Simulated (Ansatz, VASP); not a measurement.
## Two plane-wave programs on WAu

```
W Au
1.0
     0.00000    2.90921    2.90921
     2.90921    0.00000    2.90921
     2.90921    2.90921    0.00000
W Au
1 1
Direct
  0.00000 0.00000 0.00000
  0.75000 0.75000 0.75000
```

Alike in both runs: task relaxation of cell and atoms; functional PBEsol-based screened hybrid with a share of 0.25 of exact exchange and HFSCREEN = 0.207; k mesh 4 × 4 × 4; occupations fermi-dirac, width 0.05 eV; no spin polarisation.

```csv
,VASP,Ansatz
version,VASP 6.6.1,Ansatz 0.2.0
potentials or method,"VASP PAW PBE potentials, release 64 (W_sv, Au)",Ansatz PAW
plane-wave cutoff (eV),600,420
valence electrons in the cell,25,33
```

```tsv
	VASP	Ansatz	Ansatz less VASP
gap on the k mesh at the Fermi level, each at its own relaxed structure (eV)	none	none	-
relaxed volume (Å³/atom)	23.42	23.39	-0.027
relaxed length of the cell vector where the two differ most in proportion (Å)	4.046	4.044	-0.0015
```

VASP's potentials were made for PBE, not for PBEsol-based screened hybrid. A gap of «none» marks a metal or a gap that the smearing closes. VASP's potentials hold 25 valence electrons a cell and Ansatz's 33, so a difference there can come from the potentials and not from the codes.

The k mesh is coarse, so the values compare programs but aren't converged. Neither program's run includes spin-orbit coupling. Noted on Ansatz's run: the plane-wave basis is chosen anew once the cell has moved, so the energies of steps on either side of that aren't comparable.
